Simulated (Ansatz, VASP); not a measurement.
Two plane-wave programs on Hg

POSCAR

```
Hg
1.0
    1.8778599936      1.0841829728      2.1547276236
   -1.8778599936      1.0841829728      2.1547276236
    0.0000000000     -2.1683659456      2.1547276235
Hg
1
Direct
    0.0000000000      0.0000000000      0.0000000000
```

Contents of INCAR.step1:

```
PREC = Accurate ; ENCUT = 520
ISMEAR = -1 ; SIGMA = 0.3
LREAL = F ; LASPH = T
NELM = 80 ; NBANDS = 12
GGA = PE ; ALGO = Normal
EDIFF = 1E-4 ; LWAVE = T
LCHARG = F
```

INCAR.step2

```
PREC = Accurate ; ENCUT = 520
EDIFF = 1E-6 ; ISMEAR = -1
SIGMA = 0.3 ; LREAL = F
LASPH = T ; NELM = 80
ALGO = Normal ; ISIF = 2
LWAVE = F ; LCHARG = F
METAGGA = R2SCAN ; LMIXTAU = T
NBANDS = 12 ; ISTART = 1
```

KPOINTS

```
regular mesh
0
Gamma
  11 11 11
```

Input for Ansatz:

```yaml
crystal:
  lattice:
    - [1.8778599936, 1.0841829728, 2.1547276236]
    - [-1.8778599936, 1.0841829728, 2.1547276236]
    - [0.0, -2.1683659456, 2.1547276235]
  atoms:
    - { symbol: Hg, position: [0.0, 0.0, 0.0] }
hamiltonian:
  xc: r2scan
  pseudopotentials:
    kind: paw
    azcp:
      Hg: "pseudopotentials/Hg.paw.azcp"
basis:
  ecutwfc: 500
  fft_grid_basis: typed
kpoints:
  mp_grid: { grid: [11, 11, 11], shift: [0, 0, 0] }
magnetization:
  spin_polarized: false
scf:
  occupations: { method: fermi_dirac, width: 0.3 }
  lower_state_search: "off"
output:
  stress: true
```

Alike in both runs: task single point; functional r2SCAN; k mesh 11 × 11 × 11; occupations fermi-dirac, width 0.3 eV; no spin polarisation.

|  | VASP | Ansatz |
| --- | --- | --- |
| version | VASP 6.6.1 | Ansatz 0.2.0 |
| potentials or method | VASP PAW PBE potentials, release 64 (Hg), cutoff 520 eV | plane waves (500 eV) with PAW, scalar-relativistic |
| valence electrons in the cell | 12 | 20 |

|  | VASP | Ansatz | Ansatz less VASP |
| --- | --- | --- | --- |
| pressure (GPa) | 0.4 | 0.0 | -0.35 |
| traceless stress, the component that is largest in VASP (GPa) | -0.13 | -0.27 | -0.135 |

VASP's potentials were made for PBE, not for r2SCAN. VASP's potentials hold 12 valence electrons a cell and Ansatz's 20, so a difference there can come from the potentials and not from the codes.

Spin-orbit coupling is off throughout.
